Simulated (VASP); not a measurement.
AlN (drp), 4 atoms in the cell. It takes space group P6_3mc (No. 186, hexagonal). The conventional cell has a = 3.129 Å, b = 3.129 Å, c = 5.017 Å, α = 90.00°, β = 90.00°, γ = 120.00°. Within 2.5 Å of Al (site symmetry 3m) lie 4 N at 1.90 to 1.91 Å. N (site symmetry 3m) has 4 Al at 1.90 to 1.91 Å within 2.5 Å. 

* Program: VASP 6.6.1
* Task: relaxation of cell and atoms
* Functional: RPBE
* Potentials or basis: VASP PAW PBE potentials, release 64 (Al, N)
* Cutoff: 600 eV
* k mesh: 9 × 9 × 4
* Occupations: gaussian, width 0.02 eV
* Spin: no spin polarisation
* Dipole correction: no
* Further INCAR settings: ALGO = Normal; EDIFF = 1e-06; IBRION = 2; EDIFFG = -0.002; NSW = 100; ISIF = 3

Potentials or basis: VASP PAW PBE potentials, release 64 (Al, N).

Launch:

```console
$ cat potpaw_PBE.64/Al/POTCAR potpaw_PBE.64/N/POTCAR > POTCAR
$ mpirun -np 1 vasp_std > vasp.out
```

Hardware: 1 thread of Intel Xeon 6975P-C, on a shared host.

Task: How long does it take, and how much memory?

Result: Wall time 49 s on 1 thread of Intel Xeon 6975P-C, on a shared host, peak memory 0.18 GiB. Counts: scf iterations 35, k points 36, ion steps 6.
